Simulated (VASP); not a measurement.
# TaN (Fm-3m) in VASP: further runs

Aim: see how the results for TaN move with the level of theory and the settings. Levels: PBEsol, LDA. Tasks: single point.

All numbers are computed with VASP 6.6.1; they aren't measurements. Logs are shortened: lines on timing, memory, paths and dates and some standing lists are left out, and cuts for length are marked.

## Step 1: The cell of the first run

Symmetry: Fm-3m, No. 225, cubic system. The conventional cell has a = 4.376 Å, b = 4.376 Å, c = 4.376 Å, α = 90.00°, β = 90.00°, γ = 90.00°. Ta (site symmetry m-3m) has 6 N at 2.19 Å within 2.9 Å. N (site symmetry m-3m) has 6 Ta at 2.19 Å within 2.9 Å.

## Step 2: Single point, PBEsol

Input file INCAR:

```
SYSTEM = TaN
PREC = Accurate ; ENCUT = 600
EDIFF = 1E-6 ; ISMEAR = 0
SIGMA = 0.15 ; LREAL = .FALSE.
LASPH = .TRUE. ; NELM = 120
ALGO = Normal ; ISIF = 2
LWAVE = .FALSE. ; LCHARG = .FALSE.
GGA = PS ; NBANDS = 26
GGA_COMPAT = .FALSE.
```

Input file KPOINTS:

```
regular mesh
0
G
  12 12 12
  0 0 0
```

Input file POSCAR:

```
TaN
1.0
    0.0000000000     -2.1878447052     -2.1878447052
   -2.1878447052      0.0000000000     -2.1878447052
    2.1878447052      2.1878447052     -4.3756894105
Ta N
2 2
Direct
    0.7500000000      0.7500000000      0.7500000000
    0.2500000000      0.2500000000      0.2500000000
    0.0000000000      0.0000000000      0.0000000000
    0.5000000000      0.5000000000      0.5000000000
```

Potentials or basis: VASP PAW PBE potentials, release 64 (Ta_sv_GW, N).

Command:

```sh
cat potpaw_PBE.64/Ta_sv_GW/POTCAR potpaw_PBE.64/N/POTCAR > POTCAR
mpirun -np 1 vasp_std > vasp.out
```

OUTCAR:

```text
SYSTEM = TaN
   PREC = Accurate
   ENCUT = 600
   EDIFF = 1E-6
   ISMEAR = 0
   LREAL = .FALSE.
   LASPH = .TRUE.
   NELM = 120
   ISIF = 2
   GGA = PS

 ion  position               nearest neighbor table
   1  0.750  0.750  0.750-   4 2.19   4 2.19   3 2.19   3 2.19   3 2.19   4 2.19   2 3.09   2 3.09
                             2 3.09   2 3.09   2 3.09   2 3.09
   2  0.250  0.250  0.250-   3 2.19   3 2.19   4 2.19   4 2.19   3 2.19   4 2.19   1 3.09   1 3.09
                             1 3.09   1 3.09   1 3.09   1 3.09
   3  0.000  0.000  0.000-   1 2.19   1 2.19   2 2.19   2 2.19   1 2.19   2 2.19
   4  0.500  0.500  0.500-   2 2.19   2 2.19   1 2.19   1 2.19   1 2.19   2 2.19

  LATTYP: Found a trigonal (rhomboedric) cell.
 ALAT       =     5.3591031642
 COS(alpha) =     0.8333333333

  Lattice vectors:

 A1 = (   2.1878447052,   4.3756894104,  -2.1878447053)
 A2 = (   4.3756894104,   2.1878447052,  -2.1878447053)
 A3 = (   2.1878447052,   2.1878447052,  -4.3756894105)

Analysis of symmetry for initial positions (statically):
=====================================================================
 Subroutine PRICEL returns following result:

  LATTYP: Found a face centered cubic cell.
 ALAT       =     4.3756894104

  Lattice vectors:

 A1 = (   0.0000000000,  -2.1878447052,   2.1878447052)
 A2 = (   2.1878447052,  -2.1878447052,  -0.0000000000)
 A3 = (   2.1878447052,   0.0000000000,   2.1878447052)

   2 primitive cells build up your supercell.

 Routine SETGRP: Setting up the symmetry group for a
 trigonal (rhombohedral) supercell.

 Subroutine GETGRP returns: Found 12 space group operations
 (whereof 12 operations were pure point group operations)
 out of a pool of 12 trial point group operations.

The static configuration has the point symmetry D_3d.

Analysis of symmetry for dynamics (positions and initial velocities):
=====================================================================
 Subroutine PRICEL returns following result:

  LATTYP: Found a face centered cubic cell.
 ALAT       =     4.3756894104

  Lattice vectors:

 A1 = (   0.0000000000,  -2.1878447052,   2.1878447052)
 A2 = (   2.1878447052,  -2.1878447052,  -0.0000000000)
 A3 = (   2.1878447052,   0.0000000000,   2.1878447052)

   2 primitive cells build up your supercell.

 Routine SETGRP: Setting up the symmetry group for a
 trigonal (rhombohedral) supercell.

 Subroutine GETGRP returns: Found 12 space group operations
 (whereof 12 operations were pure point group operations)
 out of a pool of 12 trial point group operations.

The dynamic configuration has the point symmetry D_3d.

 Subroutine INISYM returns: Found 12 space group operations
 (whereof 12 operations are pure point group operations),
 and found     2 'primitive' translations

----------------------------------------------------------------------------------------

                                     Primitive cell

  volume of cell :      20.9450

  direct lattice vectors                    reciprocal lattice vectors
     0.000000000 -2.187844705  2.187844705    -0.228535416 -0.228535416  0.228535416
     2.187844705 -2.187844705 -0.000000000     0.228535416 -0.228535416 -0.228535416
     2.187844705  0.000000000  2.187844705     0.228535416  0.228535416  0.228535416

  length of vectors
     3.094079654  3.094079654  3.094079654     0.395834952  0.395834952  0.395834952

  position of ions in fractional coordinates (direct lattice)
     0.500000000  0.500000000  0.500000000
     0.000000000  0.000000000  0.000000000

  ion indices of the primitive-cell ions
   primitive index   ion index
                 1           1
                 2           3

----------------------------------------------------------------------------------------

 KPOINTS: regular mesh

Automatic generation of k-mesh.
 Grid dimensions read from file:
 generate k-points for:   12   12   12

 Generating k-lattice:

  Cartesian coordinates                     Fractional coordinates (reciprocal lattice)
     0.009522309 -0.028566927 -0.009522309     0.083333333  0.000000000 -0.000000000
    -0.028566927  0.009522309 -0.009522309     0.000000000  0.083333333 -0.000000000
     0.009522309  0.009522309 -0.009522309     0.000000000  0.000000000  0.083333333

  Length of vectors
     0.031581926  0.031581926  0.016493123

  Shift w.r.t. Gamma in fractional coordinates (k-lattice)
     0.000000000  0.000000000  0.000000000

 Subroutine IBZKPT returns following result:
 ===========================================

 Found    189 irreducible k-points:

 Following reciprocal coordinates:
            Coordinates               Weight
  0.000000  0.000000  0.000000      1.000000
  0.083333  0.000000 -0.000000      6.000000
  0.166667  0.000000 -0.000000      6.000000
  0.250000  0.000000 -0.000000      6.000000
  0.333333  0.000000  0.000000      6.000000
  0.416667  0.000000 -0.000000      6.000000
[... 16 lines left out ...]
  0.500000  0.166667  0.000000     12.000000
 -0.416667  0.166667  0.000000     12.000000
 [... further k-points ...]
   k-points           NKPTS =    189   k-points in BZ     NKDIM =    189   number of bands    NBANDS=     26
   number of dos      NEDOS =    301   number of ions     NIONS =      4
   total plane-waves  NPLWV =  37632
   dimension x,y,z NGX =    28 NGY =   28 NGZ =   48
   dimension x,y,z NGXF=    56 NGYF=   56 NGZF=   96
   ions per type =               2   2
   NGX,Y,Z   is equivalent  to a cutoff of  15.04, 15.04, 14.89 a.u.
   NGXF,Y,Z  is equivalent  to a cutoff of  30.09, 30.09, 29.78 a.u.
 SYSTEM =  TaN
   PREC   = accura    normal or accurate (medium, high low for compatibility)
   ISTART =      0    job   : 0-new  1-cont  2-samecut
   ICHARG =      2    charge: 1-file 2-atom 10-const
   ISPIN  =      1    spin polarized calculation?
   LNONCOLLINEAR =      F non collinear calculations
   LSORBIT =      F    spin-orbit coupling
   LASPH  =      T    aspherical Exc in radial PAW
   ENCUT  =  600.0 eV  44.10 Ry    6.64 a.u.   6.18  6.18 10.70*2*pi/ulx,y,z
   NELM   =    120;   NELMIN=  2; NELMDL= -5     # of ELM steps
   EDIFF  = 0.1E-05   stopping-criterion for ELM
   LREAL  =      F    real-space projection
   EDIFFG = 0.1E-04   stopping-criterion for IOM
   NSW    =      0    number of steps for IOM
   IBRION =     -1    ionic relax: 0-MD 1-quasi-New 2-CG
   NFREE  =      0    steps in history (QN), initial steepest desc. (CG)
   ISIF   =      2    stress and relaxation
   ISYM   =      2    0-nonsym 1-usesym 2-fastsym
   POTIM  = 0.5000    time-step for ionic-motion
   TEBEG  =    0.0;   TEEND  =   0.0 temperature during run
   PSTRESS=    0.0 pullay stress
   NELECT =      36.0000    total number of electrons
   NUPDOWN=      -1.0000    fix difference up-down
   EMIN   =  10.00;   EMAX   =-10.00  energy-range for DOS
   EFERMI =   0.00;   METHOD = LEGACY
   ISMEAR =     0;   SIGMA  =   0.15  broadening in eV -4-tet -1-fermi 0-gaus
   EFERMI_NEDOS =   21; number of points for ismear=-14 and -15
   IALGO  =     38    algorithm
   IMIX   =      4    mixing-type and parameters
     AMIX     =   0.40;   BMIX     =  1.00
     AMIX_MAG =   1.60;   BMIX_MAG =  1.00
  volume/ion in A,a.u.               =      10.47        70.67
  Fermi-wavevector in a.u.,A,eV,Ry     =   1.556464  2.941291 32.961219  2.422581
  Thomas-Fermi vector in A             =   2.660256
   LORBIT       =      0    0 simple, 1 ext, 2 COOP (PROOUT), +10 PAW based schemes
   GGA     = PS    functional components
   LHFCALC =     F    Hartree Fock is set to
   AEXX    =    0.0000 exact exchange contribution
   IVDW    =     0    specifies the selected vdW correction
   LEPSILON=     F    determine dielectric tensor
   LRPA    =     F    only Hartree local field effects (RPA)
 non-spin polarized calculation
 Gauss-broadening in eV      SIGMA  =   0.15
  energy-cutoff  :      600.00
  volume of cell :       41.89
 maximum number of plane-waves:      1425
 NGX is ok and might be reduce to    28
   NGX = 13   NGY = 13   NGZ = 21

 number of electron      36.0000002 magnetization

 Free energy of the ion-electron system (eV)
  ---------------------------------------------------
  ext. energy  EPLUGINS =         0.00000000
  ---------------------------------------------------
  free energy    TOTEN  =       -51.52593292 eV

  energy without entropy =      -51.50573904  energy(sigma->0) =      -51.51583598

 E-fermi :  13.8525     XC(G=0): -14.0471

 val. band max:       13.8525263482   @ k =  -0.1667   0.3333   0.0833
 cond. band min:      13.8710894408   @ k =   0.4167   0.3333  -0.0000
 fundamental gap:      0.0185630926
 Fermi energy:        13.8525408908

 k-point     1 :       0.0000    0.0000    0.0000
  band No.  band energies     occupation
      1     -55.6009      2.00000
      2     -55.5398      2.00000
      3     -22.6926      2.00000
      4     -21.8653      2.00000
      5     -21.8653      2.00000
      6     -21.7807      2.00000
[... 18 lines left out ...]
     25      15.9293      0.00000
     26      17.6948      0.00000

 k-point     2 :       0.0833    0.0000   -0.0000
  band No.  band energies     occupation
      1     -55.5970      2.00000
      2     -55.5382      2.00000
      3     -22.6684      2.00000
      4     -21.9093      2.00000
      5     -21.8742      2.00000
      6     -21.8304      2.00000
[... 18 lines left out ...]
     25      16.0919      0.00000
     26      18.4892      0.00000

 k-point     3 :       0.1667    0.0000   -0.0000
  band No.  band energies     occupation
      1     -55.5865      2.00000
      2     -55.5339      2.00000
      3     -22.5990      2.00000
      4     -22.0285      2.00000
      5     -21.9709      2.00000
      6     -21.8983      2.00000
[... 572 lines left out ...]
 k-point    23 :       0.5000    0.1667    0.0000
  band No.  band energies     occupation
      1     -55.5350      2.00000
      2     -55.5249      2.00000
      3     -22.4573      2.00000
      4     -22.4333      2.00000
      5     -22.2115      2.00000
      6     -22.1167      2.00000
[... 18 lines left out ...]
     25      19.5149      0.00000
     26      19.8104      0.00000

 k-point    24 :      -0.4167    0.1667    0.0000
  band No.  band energies     occupation
      1     -55.5295      2.00000
      2     -55.5258      2.00000
      3     -22.4845      2.00000
      4     -22.4389      2.00000
      5     -22.1922      2.00000
      6     -22.1593      2.00000
[... 18 lines left out ...]
     25      19.8393      0.00000
     26      20.5417      0.00000

 [... further k-points ...]

------------------------ aborting loop because EDIFF is reached ----------------------------------------

  FORCE on cell =-STRESS in cart. coord.  units (eV):
  Direction    XX          YY          ZZ          XY          YZ          ZX
  --------------------------------------------------------------------------------------
  -------------------------------------------------------------------------------------
  Total        0.0166938      0.0166938      0.0166938     -0.0851412      0.0851412      0.0851412
  in kB        0.6384934      0.6384934      0.6384934     -3.2564241      3.2564241      3.2564241
  external PRESSURE =       0.6384934 kB  Pullay stress =       0.0000000 kB

 VOLUME and BASIS-vectors are now :
 -----------------------------------------------------------------------------
  energy-cutoff  :      600.00
  volume of cell :       41.89
      direct lattice vectors                 reciprocal lattice vectors
     0.000000000 -2.187844705 -2.187844705     0.114267708 -0.342803124 -0.114267708
    -2.187844705  0.000000000 -2.187844705    -0.342803124  0.114267708 -0.114267708
     2.187844705  2.187844705 -4.375689410     0.114267708  0.114267708 -0.114267708

 POSITION                                       TOTAL-FORCE (eV/Angst)
 -----------------------------------------------------------------------------------
      0.00000      0.00000     -6.56353        -0.000000     -0.000000      0.000000
      0.00000      0.00000     -2.18784        -0.000000     -0.000000      0.000000
      0.00000      0.00000      0.00000         0.000000     -0.000000     -0.000000
      0.00000      0.00000     -4.37569         0.000000      0.000000     -0.000000
 -----------------------------------------------------------------------------------
    total drift:                               -0.000000      0.000000      0.000000

  FREE ENERGIE OF THE ION-ELECTRON SYSTEM (eV)
  ---------------------------------------------------
  free  energy   TOTEN  =       -51.5259329247 eV

  energy  without entropy=      -51.5057390446  energy(sigma->0) =      -51.51583598
```

Wall time 4.5 min (1 thread of Intel Xeon Platinum 8488C (Sapphire Rapids), shared host); peak memory 0.35 GiB.

The run converged, but its numbers aren't listed here, since they failed a check.

Caveat: the result breaks the symmetry of the cell; the PAW data sets were made with another functional, which shifts forces and pressure a little; spin-orbit coupling is left out, which moves the levels of the heavy elements.

## Step 3: Single point, LDA (strained)

Input file INCAR:

```
ALGO = Normal
EDIFF = 1E-7
ENCUT = 520
GGA = CA
ISIF = 2
ISMEAR = 0
LASPH = T
LCHARG = T
LELF = T
LREAL = F
LVHAR = T
LWAVE = F
NBANDS = 15
NELM = 60
PREC = Accurate
SIGMA = 0.1
```

Input file KPOINTS:

```
k-points
0
Gamma
  16 16 16
```

Input file POSCAR:

```
TaN
1.0
    0.0000000000      2.1474698700      2.1474698700
    2.1474698700      0.0000000000      2.1474698700
    2.1474698700      2.1474698700      0.0000000000
Ta N
1 1
Direct
    0.5000000000      0.5000000000      0.5000000000
    0.0000000000      0.0000000000      0.0000000000
```

Potentials or basis: VASP PAW LDA potentials, release 64 (Ta_pv, N).

Command:

```sh
cat potpaw_LDA.64/Ta_pv/POTCAR potpaw_LDA.64/N/POTCAR > POTCAR
mpirun -np 1 vasp_std > vasp.out
```

Wall time 62 s (1 thread of Intel Xeon 8259CL, shared host); peak memory 0.16 GiB.

Results (log left out):

```yaml
Free_energy: -24.1022 eV
Pressure: 17.5 GPa
Band_gap_on_the_k_mesh: zero (bands 8 and 9 overlap by 4.45 eV)
```

Levels at points of the mesh, in eV from the Fermi level:
```csv
k point,band 4,band 5,band 6,band 7,band 8,band 9,band 10,band 11,band 12,band 13
"(0.00, 0.00, 0.00)",-19.19,-3.96,-3.96,-3.96,-2.33,-2.33,-2.33,0.02,0.02,2.38
"(0.50, 0.00, 0.00)",-15.61,-10.92,-8.09,-8.09,2.12,2.12,2.24,4.20,8.29,8.29
"(0.50, 0.50, 0.00)",-17.91,-6.64,-5.97,-4.71,-4.71,2.30,3.96,3.96,5.43,7.64
```

Caveat: the cell differs from its parent crystal (strained); the cell stands under pressure; spin-orbit coupling is left out, which moves the levels of the heavy elements.

(Part 1 of 2 ends here.)
